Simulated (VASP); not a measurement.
# Al4Ga3 (I4/mmm) in VASP: settings compared

Al4Ga3 is run at these levels: PBE, r2SCAN; tasks: single point.

Everything below comes from runs of VASP 6.6.1. Logs are shortened: lines on timing, memory, paths and dates and some standing lists are left out, and cuts for length are marked.

## (1) The cell of the first run

It takes space group I4/mmm (No. 139, tetragonal). Conventional cell: a = 2.892 Å, b = 2.892 Å, c = 29.320 Å, α = 90.00°, β = 90.00°, γ = 90.00°. Al (site symmetry 4mm) has 13 Al at 2.85 to 4.09 Å and 4 Ga at 2.92 Å within 4.1 Å. Al (site symmetry 4mm) has 12 Al at 2.84 to 2.89 Å within 3.7 Å. Ga (site symmetry 4mm) has 8 Ga at 2.89 to 3.06 Å and 4 Al at 2.92 Å within 3.8 Å. Ga (site symmetry 4/mmm) has 12 Ga at 2.89 to 3.06 Å within 3.8 Å.

## (2) Single point, PBE

The input, INCAR:

```
SYSTEM = Al4Ga3
  PREC = Accurate
  ENCUT = 520
  EDIFF = 1E-6
  ISMEAR = 0
  SIGMA = 0.1
  LREAL = .False.
  LASPH = .True.
  NELM = 60
  ALGO = Fast
  ISIF = 2
  LWAVE = .False.
  LCHARG = .True.
  GGA = PE
  LELF = .True.
  LVHAR = .True.
  NBANDS = 34
  LUSENCCL = .False.
```

The input, KPOINTS:

```
Automatic mesh
0
Gamma
  14 14 14
  0 0 0
```

The input, POSCAR:

```
Al4Ga3
1.0
   -1.4458056597      1.4458056597     14.6600251591
    1.4458056597     -1.4458056597     14.6600251591
    1.4458056597      1.4458056597    -14.6600251591
Al Ga
4 3
Direct
    0.1488050024      0.1488050024      0.0000000000
    0.7164180455      0.7164180455      0.0000000000
    0.2835819545      0.2835819545      0.0000000000
    0.8511949976      0.8511949976      0.0000000000
    0.5777223539      0.5777223539      0.0000000000
    0.4222776461      0.4222776461      0.0000000000
    0.0000000000      0.0000000000      0.0000000000
```

Potentials or basis: VASP PAW PBE potentials, release 64 (Al, Ga_d).

Run with:

```console
cat potpaw_PBE.64/Al/POTCAR potpaw_PBE.64/Ga_d/POTCAR > POTCAR
mpirun -np 1 vasp_std > vasp.out
```

OUTCAR:

```text
SYSTEM = Al4Ga3
   PREC = Accurate
   ENCUT = 520
   EDIFF = 1E-6
   ISMEAR = 0
   LREAL = .False.
   LASPH = .True.
   NELM = 60
   ISIF = 2
   GGA = PE

 ion  position               nearest neighbor table
   1  0.149  0.149  0.000-   2 2.85   2 2.85   2 2.85   2 2.85   5 2.92   5 2.92   5 2.92   5 2.92

   2  0.716  0.716  0.000-   3 2.84   3 2.84   3 2.84   3 2.84   1 2.85   1 2.85   1 2.85   1 2.85

   3  0.284  0.284  0.000-   2 2.84   2 2.84   2 2.84   2 2.84   4 2.85   4 2.85   4 2.85   4 2.85

   4  0.851  0.851  0.000-   3 2.85   3 2.85   3 2.85   3 2.85   6 2.92   6 2.92   6 2.92   6 2.92

   5  0.578  0.578  0.000-   1 2.92   1 2.92   1 2.92   1 2.92
   6  0.422  0.422  0.000-   4 2.92   4 2.92   4 2.92   4 2.92
   7  0.000  0.000  0.000-

  LATTYP: Found a body centered tetragonal cell.
 ALAT       =     2.8916113194
 C/A-ratio  =    10.1396927455

  Lattice vectors:

 A1 = (  -1.4458056597,   1.4458056597,  14.6600251591)
 A2 = (   1.4458056597,  -1.4458056597,  14.6600251591)
 A3 = (   1.4458056597,   1.4458056597, -14.6600251591)

Analysis of symmetry for initial positions (statically):
=====================================================================
 Subroutine PRICEL returns:
 Original cell was already a primitive cell.

 Routine SETGRP: Setting up the symmetry group for a
 body centered tetragonal supercell.

 Subroutine GETGRP returns: Found 16 space group operations
 (whereof 16 operations were pure point group operations)
 out of a pool of 16 trial point group operations.

The static configuration has the point symmetry D_4h.

Analysis of symmetry for dynamics (positions and initial velocities):
=====================================================================
 Subroutine PRICEL returns:
 Original cell was already a primitive cell.

 Routine SETGRP: Setting up the symmetry group for a
 body centered tetragonal supercell.

 Subroutine GETGRP returns: Found 16 space group operations
 (whereof 16 operations were pure point group operations)
 out of a pool of 16 trial point group operations.

The dynamic configuration has the point symmetry D_4h.

 Subroutine INISYM returns: Found 16 space group operations
 (whereof 16 operations are pure point group operations),
 and found     1 'primitive' translations

----------------------------------------------------------------------------------------

                                     Primitive cell

  volume of cell :     122.5786

  direct lattice vectors                    reciprocal lattice vectors
    -1.445805660  1.445805660 14.660025159     0.000000000  0.345827945  0.034106353
     1.445805660 -1.445805660 14.660025159     0.345827945  0.000000000  0.034106353
     1.445805660  1.445805660-14.660025159     0.345827945  0.345827945  0.000000000

  length of vectors
    14.801927093 14.801927093 14.801927093     0.347505699  0.347505699  0.489074570

  position of ions in fractional coordinates (direct lattice)
     0.148805002  0.148805002  0.000000000
     0.716418045  0.716418045  0.000000000
     0.283581955  0.283581955  0.000000000
     0.851194998  0.851194998  0.000000000
     0.577722354  0.577722354  0.000000000
     0.422277646  0.422277646  0.000000000
     0.000000000  0.000000000  0.000000000

  ion indices of the primitive-cell ions
   primitive index   ion index
                 1           1
                 2           2
                 3           3
                 4           4
                 5           5
                 6           6
                 7           7

----------------------------------------------------------------------------------------

 KPOINTS: Automatic mesh

Automatic generation of k-mesh.
 Grid dimensions read from file:
 generate k-points for:   14   14   14

 Generating k-lattice:

  Cartesian coordinates                     Fractional coordinates (reciprocal lattice)
     0.000000000  0.024701996  0.002436168     0.071428571  0.000000000  0.000000000
     0.024701996  0.000000000  0.002436168     0.000000000  0.071428571  0.000000000
     0.024701996  0.024701996  0.000000000     0.000000000  0.000000000  0.071428571

  Length of vectors
     0.024821836  0.024821836  0.034933898

  Shift w.r.t. Gamma in fractional coordinates (k-lattice)
     0.000000000  0.000000000  0.000000000

 Subroutine IBZKPT returns following result:
 ===========================================

 Found    244 irreducible k-points:

 Following reciprocal coordinates:
            Coordinates               Weight
  0.000000  0.000000  0.000000      1.000000
  0.071429  0.000000  0.000000      8.000000
  0.142857  0.000000  0.000000      8.000000
  0.214286  0.000000  0.000000      8.000000
  0.285714  0.000000  0.000000      8.000000
  0.357143  0.000000  0.000000      8.000000
[... 16 lines left out ...]
  0.214286  0.142857  0.000000     16.000000
  0.285714  0.142857  0.000000     16.000000
 [... further k-points ...]
   k-points           NKPTS =    244   k-points in BZ     NKDIM =    244   number of bands    NBANDS=     34
   number of dos      NEDOS =    301   number of ions     NIONS =      7
   total plane-waves  NPLWV = ******
   dimension x,y,z NGX =   112 NGY =  112 NGZ =  112
   dimension x,y,z NGXF=   224 NGYF=  224 NGZF=  224
   ions per type =               4   3
   NGX,Y,Z   is equivalent  to a cutoff of  12.58, 12.58, 12.58 a.u.
   NGXF,Y,Z  is equivalent  to a cutoff of  25.16, 25.16, 25.16 a.u.
 SYSTEM =  Al4Ga3
   PREC   = accura    normal or accurate (medium, high low for compatibility)
   ISTART =      0    job   : 0-new  1-cont  2-samecut
   ICHARG =      2    charge: 1-file 2-atom 10-const
   ISPIN  =      1    spin polarized calculation?
   LNONCOLLINEAR =      F non collinear calculations
   LSORBIT =      F    spin-orbit coupling
   LASPH  =      T    aspherical Exc in radial PAW
   ENCUT  =  520.0 eV  38.22 Ry    6.18 a.u.  27.52 27.52 27.52*2*pi/ulx,y,z
   NELM   =     60;   NELMIN=  2; NELMDL= -5     # of ELM steps
   EDIFF  = 0.1E-05   stopping-criterion for ELM
   LREAL  =      F    real-space projection
   EDIFFG = 0.1E-04   stopping-criterion for IOM
   NSW    =      0    number of steps for IOM
   IBRION =     -1    ionic relax: 0-MD 1-quasi-New 2-CG
   NFREE  =      0    steps in history (QN), initial steepest desc. (CG)
   ISIF   =      2    stress and relaxation
   ISYM   =      2    0-nonsym 1-usesym 2-fastsym
   POTIM  = 0.5000    time-step for ionic-motion
   TEBEG  =    0.0;   TEEND  =   0.0 temperature during run
   PSTRESS=    0.0 pullay stress
   NELECT =      51.0000    total number of electrons
   NUPDOWN=      -1.0000    fix difference up-down
   EMIN   =  10.00;   EMAX   =-10.00  energy-range for DOS
   EFERMI =   0.00;   METHOD = LEGACY
   ISMEAR =     0;   SIGMA  =   0.10  broadening in eV -4-tet -1-fermi 0-gaus
   EFERMI_NEDOS =   21; number of points for ismear=-14 and -15
   IALGO  =     68    algorithm
   IMIX   =      4    mixing-type and parameters
     AMIX     =   0.40;   BMIX     =  1.00
     AMIX_MAG =   1.60;   BMIX_MAG =  1.00
  volume/ion in A,a.u.               =      17.51       118.17
  Fermi-wavevector in a.u.,A,eV,Ry     =   1.222156  2.309540 20.322556  1.493666
  Thomas-Fermi vector in A             =   2.357313
   LORBIT       =      0    0 simple, 1 ext, 2 COOP (PROOUT), +10 PAW based schemes
   GGA     = PE    functional components
   LHFCALC =     F    Hartree Fock is set to
   AEXX    =    0.0000 exact exchange contribution
   IVDW    =     0    specifies the selected vdW correction
   LEPSILON=     F    determine dielectric tensor
   LRPA    =     F    only Hartree local field effects (RPA)
 non-spin polarized calculation
 RMM-DIIS sequential band-by-band and
 Gauss-broadening in eV      SIGMA  =   0.10
  energy-cutoff  :      520.00
  volume of cell :      122.58
 maximum number of plane-waves:      3345
 NGX is ok and might be reduce to   112
   NGX = 55   NGY = 55   NGZ = 55

 number of electron      50.9999989 magnetization

 Free energy of the ion-electron system (eV)
  ---------------------------------------------------
  ext. energy  EPLUGINS =         0.00000000
  ---------------------------------------------------
  free energy    TOTEN  =       -23.55768974 eV

  energy without entropy =      -23.54190666  energy(sigma->0) =      -23.54979820

 E-fermi :   6.8910     XC(G=0): -10.5803

 val. band max:        6.8888807300   @ k =   0.4286   0.4286   0.0000
 cond. band min:       6.8928849677   @ k =  -0.0714   0.0714   0.0714
 fundamental gap:      0.0040042377
 Fermi energy:         6.8910021280

 k-point     1 :       0.0000    0.0000    0.0000
  band No.  band energies     occupation
      1      -8.1995      2.00000
      2      -8.1703      2.00000
      3      -8.1127      2.00000
      4      -8.1072      2.00000
      5      -8.0505      2.00000
      6      -7.9841      2.00000
[... 26 lines left out ...]
     33      13.8992      0.00000
     34      14.0074      0.00000

 k-point     2 :       0.0714    0.0000    0.0000
  band No.  band energies     occupation
      1      -8.1902      2.00000
      2      -8.1618      2.00000
      3      -8.1050      2.00000
      4      -8.1003      2.00000
      5      -8.0459      2.00000
      6      -7.9815      2.00000
[... 26 lines left out ...]
     33      13.6448      0.00000
     34      14.0085      0.00000

 k-point     3 :       0.1429    0.0000    0.0000
  band No.  band energies     occupation
      1      -8.1677      2.00000
      2      -8.1413      2.00000
      3      -8.0867      2.00000
      4      -8.0778      2.00000
      5      -8.0330      2.00000
      6      -7.9786      2.00000
[... 26 lines left out ...]
     33      13.1189      0.00000
     34      13.7790      0.00000

 k-point     4 :       0.2143    0.0000    0.0000
  band No.  band energies     occupation
      1      -8.1432      2.00000
      2      -8.1195      2.00000
      3      -8.0692      2.00000
      4      -8.0416      2.00000
      5      -8.0261      2.00000
      6      -7.9810      2.00000
[... 26 lines left out ...]
     33      13.5859      0.00000
     34      14.2582      0.00000

 k-point     5 :       0.2857    0.0000    0.0000
  band No.  band energies     occupation
      1      -8.1220      2.00000
      2      -8.1032      2.00000
      3      -8.0605      2.00000
      4      -8.0386      2.00000
      5      -8.0316      2.00000
      6      -7.9793      2.00000
[... 621 lines left out ...]
 k-point    22 :       0.1429    0.1429    0.0000
  band No.  band energies     occupation
      1      -8.1245      2.00000
      2      -8.1030      2.00000
      3      -8.0625      2.00000
      4      -8.0514      2.00000
      5      -8.0213      2.00000
      6      -7.9920      2.00000
[... 26 lines left out ...]
     33      12.5178      0.00000
     34      12.5747      0.00000

 k-point    23 :       0.2143    0.1429    0.0000
  band No.  band energies     occupation
      1      -8.0917      2.00000
      2      -8.0737      2.00000
      3      -8.0383      2.00000
      4      -8.0259      2.00000
      5      -8.0193      2.00000
      6      -7.9955      2.00000
[... 26 lines left out ...]
     33      11.5607      0.00000
     34      12.0333      0.00000

 k-point    24 :       0.2857    0.1429    0.0000
  band No.  band energies     occupation
      1      -8.0706      2.00000
      2      -8.0562      2.00000
      3      -8.0352      2.00000
      4      -8.0307      2.00000
      5      -8.0109      2.00000
      6      -7.9985      2.00000
[... 26 lines left out ...]
     33      11.5115      0.00000
     34      12.3654      0.00000

 [... further k-points ...]

------------------------ aborting loop because EDIFF is reached ----------------------------------------

  FORCE on cell =-STRESS in cart. coord.  units (eV):
  Direction    XX          YY          ZZ          XY          YZ          ZX
  --------------------------------------------------------------------------------------
  -------------------------------------------------------------------------------------
  Total        0.1114194      0.1114194      0.1588885      0.0000000     -0.0000000      0.0000000
  in kB        1.4563206      1.4563206      2.0767702      0.0000000     -0.0000000      0.0000000
  external PRESSURE =       1.6631372 kB  Pullay stress =       0.0000000 kB

 VOLUME and BASIS-vectors are now :
 -----------------------------------------------------------------------------
  energy-cutoff  :      520.00
  volume of cell :      122.58
      direct lattice vectors                 reciprocal lattice vectors
    -1.445805660  1.445805660 14.660025159     0.000000000  0.345827945  0.034106353
     1.445805660 -1.445805660 14.660025159     0.345827945  0.000000000  0.034106353
     1.445805660  1.445805660-14.660025159     0.345827945  0.345827945  0.000000000

 POSITION                                       TOTAL-FORCE (eV/Angst)
 -----------------------------------------------------------------------------------
      0.00000      0.00000      4.36297        -0.000000     -0.000000      0.001867
      0.00000      0.00000     21.00541        -0.000000     -0.000000      0.000023
      0.00000      0.00000      8.31464        -0.000000     -0.000000     -0.000023
      0.00000      0.00000     24.95708        -0.000000     -0.000000     -0.001867
      0.00000      0.00000     16.93885        -0.000000     -0.000000     -0.000143
      0.00000      0.00000     12.38120         0.000000      0.000000      0.000143
      0.00000      0.00000      0.00000         0.000000     -0.000000      0.000000
 -----------------------------------------------------------------------------------
    total drift:                               -0.000000     -0.000000      0.000000

  FREE ENERGIE OF THE ION-ELECTRON SYSTEM (eV)
  ---------------------------------------------------
  free  energy   TOTEN  =       -23.5576897372 eV

  energy  without entropy=      -23.5419066570  energy(sigma->0) =      -23.54979820
```

Wall time 30 min (1 × NVIDIA H100 80GB with 1 thread of AMD EPYC 7R13 (Zen 3), shared host); peak memory 3 GiB.

What came out:

```
Free energy            : -23.5577 eV
Pressure               : 0.2 GPa
Band gap on the k mesh : zero (an odd number of electrons rules out a gap without spin polarisation)
```

## (3) Single point, r2SCAN

POSCAR is that of step 2.

The input, INCAR.step1:

```
PREC = Accurate
ENCUT = 520
ISMEAR = 0
SIGMA = 0.1
LREAL = F
LASPH = T
NELM = 60
NBANDS = 34
GGA = PE
ALGO = Normal
EDIFF = 1E-4
LWAVE = T
LCHARG = F
LUSENCCL = F
```

The input, INCAR.step2:

```
PREC = Accurate
ENCUT = 520
EDIFF = 1E-6
ISMEAR = 0
SIGMA = 0.1
LREAL = F
LASPH = T
NELM = 60
ALGO = Normal
ISIF = 2
LWAVE = F
LCHARG = T
METAGGA = R2SCAN
LMIXTAU = T
LELF = T
LVHAR = T
NBANDS = 34
ISTART = 1
LUSENCCL = F
```

The input, KPOINTS:

```
Automatic mesh
0
Gamma
  14 14 14
```

Potentials or basis: VASP PAW PBE potentials, release 64 (Al, Ga_d).

Run with:

```console
cat potpaw_PBE.64/Al/POTCAR potpaw_PBE.64/Ga_d/POTCAR > POTCAR
cp INCAR.step1 INCAR
mpirun -np 1 vasp_std > vasp.out
cp INCAR.step2 INCAR
mpirun -np 1 vasp_std > vasp.out
```

Run time: 44 min. Hardware: 1 × NVIDIA H100 80GB with 1 thread of AMD EPYC 7R13 (Zen 3), shared host; peak memory 3.4 GiB.

It converged, with:

```yaml
Free_energy: -60.7233 eV
Pressure: -3.3 GPa
Largest_force: 0.064 eV/Å
Band_gap_on_the_k_mesh: zero (an odd number of electrons rules out a gap without spin polarisation)
```

Forces in eV/Å, atoms in the order of the input:
```
Al   0.000  0.000 -0.018
Al   0.000  0.000  0.006
Al   0.000  0.000 -0.006
Al   0.000  0.000  0.018
Ga   0.000  0.000  0.064
Ga   0.000  0.000 -0.064
Ga   0.000  0.000  0.000
```

Stress tensor (GPa, compression positive):
```
-3.36  0.00  0.00
 0.00 -3.36  0.00
 0.00  0.00 -3.19
```

Levels at points of the mesh, in eV from the Fermi level:
```tsv
k point	band 23	band 24	band 25	band 26	band 27	band 28	band 29	band 30
(0.00, 0.00, 0.00)	-0.26	0.30	5.61	5.85	5.85	6.14	6.20	6.20
(0.50, 0.00, 0.00)	-4.64	-3.45	-3.11	-1.53	-1.45	0.62	0.84	3.16
(0.50, 0.50, 0.00)	-1.42	-1.35	-1.27	-1.19	-1.16	-0.10	0.12	0.16
(0.50, 0.50, 0.50)	-2.24	2.90	3.10	5.61	5.79	5.79	6.51	6.51
```

Caveat: the cell stands under tension; the PAW data sets were made with another functional, which shifts forces and pressure a little.
